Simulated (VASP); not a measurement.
# Ti (Im-3m) in VASP: a series of runs

Ti is run at these levels: PBEsol+D4, LDA, PBE; tasks: single point.

Program: VASP 6.6.1. These are calculated values, not measurements. Logs are shortened: lines on timing, memory, paths and dates and some standing lists are left out, and cuts for length are marked.

## Step 1: The cell of the first run

The structure is cubic, space group Im-3m (No. 229). The conventional cell has a = 3.198 Å, b = 3.198 Å, c = 3.198 Å, α = 90.00°, β = 90.00°, γ = 90.00°. Within 3.7 Å of Ti (site symmetry m-3m) lie 14 Ti at 2.77 to 3.20 Å.

## Step 2: Single point, PBEsol+D4

INCAR

```
  ALGO = Normal
  EDIFF = 1E-6
  ENCUT = 520
  GGA = PS
  ISIF = 2
  ISMEAR = -1
  IVDW = 13
  LASPH = True
  LCHARG = False
  LREAL = False
  LWAVE = False
  NBANDS = 12
  NELM = 100
  PREC = Accurate
  SIGMA = 0.05
```

KPOINTS

```
k-points
0
Gamma
  11 11 11
```

POSCAR

```
Ti
1.0
   -1.5990341316      1.5990341316      1.5990341316
    1.5990341316     -1.5990341316      1.5990341316
    1.5990341316      1.5990341316     -1.5990341316
Ti
1
Direct
    0.0000000000      0.0000000000      0.0000000000
```

Potentials or basis: VASP PAW PBE potentials, release 64 (Ti_sv).

The run is started by

```
$ cat potpaw_PBE.64/Ti_sv/POTCAR > POTCAR
$ mpirun -np 1 vasp_std > vasp.out
```

OUTCAR:

```text
EDIFF = 1E-6
   ENCUT = 520
   GGA = PS
   ISIF = 2
   ISMEAR = -1
   IVDW = 13
   LASPH = True
   LREAL = False
   NELM = 100
   PREC = Accurate

 ion  position               nearest neighbor table
   1  0.000  0.000  0.000-

  LATTYP: Found a body centered cubic cell.
 ALAT       =     3.1980682632

  Lattice vectors:

 A1 = (  -1.5990341316,   1.5990341316,   1.5990341316)
 A2 = (   1.5990341316,  -1.5990341316,   1.5990341316)
 A3 = (   1.5990341316,   1.5990341316,  -1.5990341316)

Analysis of symmetry for initial positions (statically):
=====================================================================
 Subroutine PRICEL returns:
 Original cell was already a primitive cell.

 Routine SETGRP: Setting up the symmetry group for a
 body centered cubic supercell.

 Subroutine GETGRP returns: Found 48 space group operations
 (whereof 48 operations were pure point group operations)
 out of a pool of 48 trial point group operations.

The static configuration has the point symmetry O_h .

Analysis of symmetry for dynamics (positions and initial velocities):
=====================================================================
 Subroutine PRICEL returns:
 Original cell was already a primitive cell.

 Routine SETGRP: Setting up the symmetry group for a
 body centered cubic supercell.

 Subroutine GETGRP returns: Found 48 space group operations
 (whereof 48 operations were pure point group operations)
 out of a pool of 48 trial point group operations.

The dynamic configuration has the point symmetry O_h .

 Subroutine INISYM returns: Found 48 space group operations
 (whereof 48 operations are pure point group operations),
 and found     1 'primitive' translations

----------------------------------------------------------------------------------------

                                     Primitive cell

  volume of cell :      16.3543

  direct lattice vectors                    reciprocal lattice vectors
    -1.599034132  1.599034132  1.599034132     0.000000000  0.312688760  0.312688760
     1.599034132 -1.599034132  1.599034132     0.312688760  0.000000000  0.312688760
     1.599034132  1.599034132 -1.599034132     0.312688760  0.312688760  0.000000000

  length of vectors
     2.769608359  2.769608359  2.769608359     0.442208685  0.442208685  0.442208685

  position of ions in fractional coordinates (direct lattice)
     0.000000000  0.000000000  0.000000000

  ion indices of the primitive-cell ions
   primitive index   ion index
                 1           1

[... 79 lines left out ...]
   POTIM  = 0.5000    time-step for ionic-motion
   TEBEG  =    0.0;   TEEND  =   0.0 temperature during run
   PSTRESS=    0.0 pullay stress
   NELECT =      12.0000    total number of electrons
   NUPDOWN=      -1.0000    fix difference up-down
   EMIN   =  10.00;   EMAX   =-10.00  energy-range for DOS
   EFERMI =   0.00;   METHOD = LEGACY
   ISMEAR =    -1;   SIGMA  =   0.05  broadening in eV -4-tet -1-fermi 0-gaus
   EFERMI_NEDOS =   21; number of points for ismear=-14 and -15
   IALGO  =     38    algorithm
   IMIX   =      4    mixing-type and parameters
     AMIX     =   0.40;   BMIX     =  1.00
     AMIX_MAG =   1.60;   BMIX_MAG =  1.00
  volume/ion in A,a.u.               =      16.35       110.36
  Fermi-wavevector in a.u.,A,eV,Ry     =   1.476582  2.790335 29.664699  2.180294
  Thomas-Fermi vector in A             =   2.591091
   LORBIT       =      0    0 simple, 1 ext, 2 COOP (PROOUT), +10 PAW based schemes
   GGA     = PS    functional components
   LHFCALC =     F    Hartree Fock is set to
   AEXX    =    0.0000 exact exchange contribution
   IVDW    =    13    specifies the selected vdW correction
   LEPSILON=     F    determine dielectric tensor
   LRPA    =     F    only Hartree local field effects (RPA)
 non-spin polarized calculation
  energy-cutoff  :      520.00
  volume of cell :       16.35
 maximum number of plane-waves:       451
 NGX is ok and might be reduce to    24
   NGX = 11   NGY = 11   NGZ = 11

 number of electron      12.0000003 magnetization

 Free energy of the ion-electron system (eV)
  ---------------------------------------------------
  ext. energy  EPLUGINS =         0.00000000
  ---------------------------------------------------
  free energy    TOTEN  =        -8.24403359 eV

  energy without entropy =       -8.22535420  energy(sigma->0) =       -8.23469390

 E-fermi :   8.5804     XC(G=0): -11.9207

 val. band max:        8.5681482098   @ k =   0.2727   0.0909   0.0909
 cond. band min:       8.5941089987   @ k =  -0.3636   0.3636   0.0909
 fundamental gap:      0.0259607889
 Fermi energy:         8.5804067579

 k-point     1 :       0.0000    0.0000    0.0000
  band No.  band energies     occupation
      1     -47.5794      2.00000
      2     -23.4519      2.00000
      3     -23.4519      2.00000
      4     -23.4519      2.00000
      5       2.5153      2.00000
      6       9.6352      0.00000
      7       9.6352      0.00000
      8       9.6352      0.00000
      9      11.5442      0.00000
     10      11.5442      0.00000
     11      26.4427      0.00000
     12      26.4427      0.00000
[... 331 lines left out ...]
 k-point    24 :       0.3636    0.1818    0.0909
  band No.  band energies     occupation
      1     -47.3993      2.00000
      2     -24.1302      2.00000
      3     -23.8197      2.00000
      4     -23.5845      2.00000
      5       7.0484      2.00000
      6       7.9333      2.00000
      7       8.7135      0.13058
      8      11.7543      0.00000
      9      11.9673      0.00000
     10      15.4170      0.00000
     11      17.8398      0.00000
     12      20.3596      0.00000

 [... further k-points ...]

------------------------ aborting loop because EDIFF is reached ----------------------------------------

  DFT-D4 for vdW energy calculation

  Edisp (eV):   -0.12449

  FORCE on cell =-STRESS in cart. coord.  units (eV):
  Direction    XX          YY          ZZ          XY          YZ          ZX
  --------------------------------------------------------------------------------------
  -------------------------------------------------------------------------------------
  Total      -0.02852    -0.02852    -0.02852     0.00000     0.00000     0.00000
  in kB      -2.79359    -2.79359    -2.79359     0.00000     0.00000     0.00000
  external pressure =       -2.79 kB  Pullay stress =        0.00 kB

 VOLUME and BASIS-vectors are now :
 -----------------------------------------------------------------------------
  energy-cutoff  :      520.00
  volume of cell :       16.35
      direct lattice vectors                 reciprocal lattice vectors
    -1.599034132  1.599034132  1.599034132     0.000000000  0.312688760  0.312688760
     1.599034132 -1.599034132  1.599034132     0.312688760  0.000000000  0.312688760
     1.599034132  1.599034132 -1.599034132     0.312688760  0.312688760  0.000000000

 POSITION                                       TOTAL-FORCE (eV/Angst)
 -----------------------------------------------------------------------------------
      0.00000      0.00000      0.00000         0.000000      0.000000     -0.000000
 -----------------------------------------------------------------------------------
    total drift:                               -0.000000      0.000000      0.000000

  FREE ENERGIE OF THE ION-ELECTRON SYSTEM (eV)
  ---------------------------------------------------
  free  energy   TOTEN  =        -8.3685252840 eV

  energy  without entropy=       -8.3498458953  energy(sigma->0) =       -8.35918559
```

It took 10 s on 1 thread of Intel Xeon 8259CL, shared host; peak memory 0.14 GiB.

What came out:

```
Free energy                : -8.3685 eV
Pressure                   : -0.3 GPa
Band gap on the k mesh     : zero (band 6 reaches 9.65 eV, above the bottom of band 7 at 7.94 eV)
Dispersion energy per atom : -0.124 eV
```

Caveat: the PAW data sets were made with another functional, which shifts forces and pressure a little; pairwise dispersion overbinds metals, which lowers pressure and volume.

## Step 3: Single point, LDA

This run uses another cell than the first one, of 17.68 Å³/atom, 1.081 times its volume.

INCAR

```
PREC     = Accurate       # precision mode
ENCUT    = 520            # plane-wave cutoff, eV
EDIFF    = 1E-6           # SCF threshold, eV
ISMEAR   = 0              # smearing method
SIGMA    = 0.05           # smearing width, eV
LREAL    = F              # projectors in reciprocal space
LASPH    = T              # aspherical terms in the spheres
NELM     = 100            # most SCF steps
ALGO     = Fast           # electronic algorithm
ISIF     = 2              # what is computed and relaxed
LWAVE    = F              # write WAVECAR
LCHARG   = T              # write CHGCAR
LELF     = T              # ELF
LVHAR    = T            
NBANDS   = 12             # bands
```

KPOINTS

```
regular mesh
0
Gamma
  11 11 11
```

POSCAR

```
Ti
1.0
   -1.6410000000      1.6410000000      1.6410000000
    1.6410000000     -1.6410000000      1.6410000000
    1.6410000000      1.6410000000     -1.6410000000
Ti
1
Direct
    0.0000000000      0.0000000000      0.0000000000
```

Potentials or basis: VASP PAW LDA potentials, release 64 (Ti_sv).

The run is started by

```
$ cat potpaw_LDA.64/Ti_sv/POTCAR > POTCAR
$ mpirun -np 1 vasp_std > vasp.out
```

It took 16 s on 1 thread of Intel Xeon 8259CL, shared host; peak memory 0.13 GiB.

Results (log left out):

| Item | Value |
| --- | --- |
| Free energy | -8.3925 eV |
| Pressure | -11.3 GPa |
| Band gap on the k mesh | zero (band 6 reaches 8.63 eV, above the bottom of band 7 at 7.08 eV) |

Levels at points of the mesh, in eV from the Fermi level:
```
           k point  band 2  band 3  band 4  band 5  band 6  band 7  band 8  band 9  band 10  band 11
(0.00, 0.00, 0.00)  -32.08  -32.08  -32.08   -5.82    0.96    0.96    0.96    2.70     2.70    17.38
```

## Step 4: Single point, PBE

This run uses another cell than the first one, of 17.68 Å³/atom, 1.081 times its volume.

INCAR

```
SYSTEM = Ti
PREC = Accurate
ENCUT = 520
EDIFF = 1E-7
ISMEAR = 0
SIGMA = 0.014
LREAL = .FALSE.
LASPH = .TRUE.
NELM = 100
ALGO = Fast
ISIF = 2
LWAVE = .FALSE.
LCHARG = .TRUE.
GGA = PE
LELF = .TRUE.
LVHAR = .TRUE.
NBANDS = 12
```

KPOINTS

```
regular mesh
0
G
  11 11 11
  0 0 0
```

POSCAR is that of step 3.

Potentials or basis: VASP PAW PBE potentials, release 64 (Ti_sv).

The run is started by

```
$ cat potpaw_PBE.64/Ti_sv/POTCAR > POTCAR
$ mpirun -np 1 vasp_std > vasp.out
```

Run time: 33 s. Hardware: 1 thread of Intel Xeon 8259CL, shared host; peak memory 0.14 GiB.

It converged, with:

```yaml
Free_energy: -7.7159 eV
Pressure: -3.1 GPa
Band_gap_on_the_k_mesh: zero (band 6 reaches 8.90 eV, above the bottom of band 7 at 7.33 eV)
```

Levels at points of the mesh, in eV from the Fermi level:
```
           k point  band 4  band 5  band 6  band 7  band 8  band 9
(0.00, 0.00, 0.00)  -32.42   -5.91    0.99    0.99    0.99    2.71
```

## Step 5: Summary

| level | potentials or basis | cell | smearing | gap on the mesh (eV) | pressure (GPa) |
| --- | --- | --- | --- | --- | --- |
| PBEsol+D4 | VASP PAW PBE potentials, release 64 (Ti_sv) | a = 2.770 Å, angles 109.5°, 1 atom | fermi-dirac 0.05 eV | none | -0.3 |
| LDA | VASP PAW LDA potentials, release 64 (Ti_sv) | a = 2.842 Å, angles 109.5°, 1 atom | gaussian 0.05 eV | none | -11.3 |
| PBE | VASP PAW PBE potentials, release 64 (Ti_sv) | a = 2.842 Å, angles 109.5°, 1 atom | gaussian 0.014 eV | none | -3.1 |

Alike in all rows: task single point; no spin polarisation; k mesh 11 × 11 × 11; cutoff (eV) 520.

Caveats: the PAW data sets were made with another functional, which shifts forces and pressure a little (some runs); pairwise dispersion overbinds metals, which lowers pressure and volume (some runs).

Total energies depend on the potentials used, so only differences within one code and one set of settings carry meaning.
